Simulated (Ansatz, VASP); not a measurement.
**Al4Te: VASP beside Ansatz**

```
Al Te
1.0
    -3.17481    3.17481    3.17481
     3.17481   -3.17481    3.17481
     3.17481    3.17481   -3.17481
Al Te
4 1
Direct
  0.50000 0.50000 0.50000
  0.50000 0.00000 0.00000
  0.00000 0.00000 0.50000
  0.00000 0.50000 0.00000
  0.00000 0.00000 0.00000
```

Change from the starting cell: species swapped into the Hg4Pt type (Im-3m, No. 229).

Alike in both runs: task relaxation of cell and atoms; functional PBE; k mesh 8 × 8 × 8; occupations gaussian, width 0.1 eV; no spin polarisation.

|  | VASP | Ansatz |
| --- | --- | --- |
| version | VASP 6.6.1 | Ansatz 0.2.0 |
| potentials or method | VASP PAW PBE potentials, release 64 (Al, Te), cutoff 600 eV | scalar-relativistic, plane waves, PAW |
| valence electrons in the cell | 18 | 28 |

|  | VASP | Ansatz | Ansatz less VASP |
| --- | --- | --- | --- |
| gap on the k mesh at the Fermi level, each at its own relaxed structure (eV) | none | none | - |
| relaxed volume (Å³/atom) | 27.01 | 26.97 | -0.037 |
| relaxed length of the cell vector where the two differ most in proportion (Å) | 5.598 | 5.595 | -0.0026 |

A gap of «none» marks a metal or a gap that the smearing closes. VASP's potentials hold 18 valence electrons a cell and Ansatz's 28, so a difference there can come from the potentials and not from the codes.

Spin-orbit coupling is off throughout.
